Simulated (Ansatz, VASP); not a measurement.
## Two plane-wave programs on N

```
N
1.0
     0.00000    1.58774    1.58774
     1.58774    0.00000    1.58774
     1.58774    1.58774    0.00000
N
1
Direct
  0.00000 0.00000 0.00000
```

Alike in both runs: task single point; functional LDA; k mesh 22 × 22 × 22; occupations gaussian, width 0.1 eV; no spin polarisation.

|  | VASP | Ansatz |
| --- | --- | --- |
| version | VASP 6.6.1 | Ansatz 0.2.0 |
| potentials or method | VASP PAW LDA potentials, release 64 (N), cutoff 520 eV | scalar-relativistic, plane waves, PAW |
| valence electrons in the cell | 5 | 5 |

```tsv
	VASP	Ansatz	Ansatz less VASP
gap on the k mesh at the Fermi level (eV)	none	none	-
pressure (GPa)	-21.7	-21.6	+0.06
```

LDA's correlation is that of Perdew and Zunger in VASP and of Perdew and Wang (1992) in Ansatz. A gap of «none» marks a metal or a gap that the smearing closes.
